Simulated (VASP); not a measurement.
Set up this calculation in VASP 6.6.1, as the native input.

| Quantity | Value |
| --- | --- |
| Task | single point |
| Functional | PBEsol |
| Potentials or basis | VASP PAW PBE potentials, release 64 (Co) |
| Cutoff | 520 eV |
| k mesh | 12 × 12 × 1 |
| Occupations | gaussian, width 0.1 eV |
| Spin | collinear spin, ferromagnetic start |
| Starting moments | [1.8, 1.8, 1.8, 1.8] μB |
| Dipole correction | yes |
| Further INCAR settings | ALGO = Normal; EDIFF = 1e-07; NBANDS = 30 |

The structure of Co lies in POSCAR:

```
Co
1.0
    2.4564222732      0.0000000000      0.0000000000
   -1.2282111366      2.1273240910      0.0000000000
    0.0000000000      0.0000000000     22.9541203316
Co
4
Direct
    0.6666666667      0.3333333333      0.3703038878
    0.3333333333      0.6666666667      0.4567679626
    0.6666666667      0.3333333333      0.5452795665
    0.3333333333      0.6666666667      0.6289649763
```

These files were run (other wordings do the same):

INCAR

```
  PREC = Accurate
  ENCUT = 520
  EDIFF = 1E-7
  ISMEAR = 0
  SIGMA = 0.1
  LREAL = F
  LASPH = T
  NELM = 150
  ALGO = Normal
  ISIF = 2
  LWAVE = F
  LCHARG = F
  ISPIN = 2
  MAGMOM = 1.8 1.8 1.8 1.8
  LORBIT = 11
  LMAXMIX = 4
  LDIPOL = T
  IDIPOL = 3
  DIPOL = 0.5 0.5 0.500
  GGA = PS
  NBANDS = 30
```

KPOINTS

```
Automatic mesh
0
Gamma
  12 12 1
```

Potentials or basis: VASP PAW PBE potentials, release 64 (Co).

Command:

```bash
$ cat potpaw_PBE.64/Co/POTCAR > POTCAR
$ mpirun -np 1 vasp_std > vasp.out
```

Results of the run:

```
Largest force                                         : 0.454 eV/Å
Net moment                                            : 6.67 μB per cell
Site moments                                          : Co +1.71, +1.65, +1.64, +1.69 μB
Valence electrons inside the program's atomic spheres : Co 8.17, 8.34, 8.37, 8.21
```

Caveat: the PAW data sets were made with another functional, which shifts forces and pressure a little.

Wall time 10 min on 1 thread of Intel Xeon 8259CL (shared host), peak memory 0.33 GiB.
